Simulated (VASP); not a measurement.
A run of VASP 6.6.1 is set up as follows.

The input POSCAR:

```
MgInF5
1.0
    0.0603132500     -0.0848845000      3.8782730500
    3.7438811100     -3.2555811800      2.0743475700
    3.8114019200      3.4073197700     -1.9506230900
Mg In F
1 1 5
Direct
    0.0209000000      0.9960810000      0.0012140000
    0.9914050000      0.5010880000      0.4886190000
    0.9881290000      0.7342130000      0.7401250000
    0.0114360000      0.2595670000      0.2599540000
    0.4990200000      0.5215510000      0.4959920000
    0.6770370000      0.7955680000      0.1856870000
    0.2676160000      0.2321190000      0.7878990000
```

Contents of INCAR.step1:

```
PREC = Accurate ; ENCUT = 520
ISMEAR = -1 ; SIGMA = 0.1
LREAL = F ; LASPH = T
NELM = 100 ; NBANDS = 34
GGA = PE ; ALGO = Normal
EDIFF = 1E-4 ; LWAVE = T
LCHARG = F
```

INCAR.step2

```
PREC = Accurate ; ENCUT = 520
EDIFF = 1E-6 ; ISMEAR = -1
SIGMA = 0.1 ; LREAL = F
LASPH = T ; NELM = 100
ALGO = Normal ; ISIF = 2
LWAVE = F ; LCHARG = F
METAGGA = R2SCAN ; LMIXTAU = T
NBANDS = 34 ; ISTART = 1
```

File KPOINTS:

```
Automatic mesh
0
Gamma
  6 4 4
  0 0.5 0
```

Potentials or basis: VASP PAW PBE potentials, release 64 (Mg, In_d, F).

Launch:

```bash
$ cat potpaw_PBE.64/Mg/POTCAR potpaw_PBE.64/In_d/POTCAR potpaw_PBE.64/F/POTCAR > POTCAR
$ cp INCAR.step1 INCAR
$ mpirun -np 1 vasp_std > vasp.out
$ cp INCAR.step2 INCAR
$ mpirun -np 1 vasp_std > vasp.out
```

Question: What does it give for the band gap on the k mesh?

Answer: 5.93 eV (least direct gap 6.28 eV).

Question: Estimate the pressure.

Answer: 24.8 GPa.

Question: Predict the largest force.

Answer: 9.374 eV/Å.

Stress tensor (GPa, compression positive):
```
38.27  0.96 -1.47
 0.96 22.33 -0.07
-1.47 -0.07 13.75
```

Caveat: the stress differs along the axes, from 14 to 38 GPa; the PAW data sets were made with another functional, which shifts forces and pressure a little; spin-orbit coupling is left out, which moves the levels of the heavy elements; a shifted mesh leaves out Γ, where band edges can lie. A k mesh can miss the band edges.
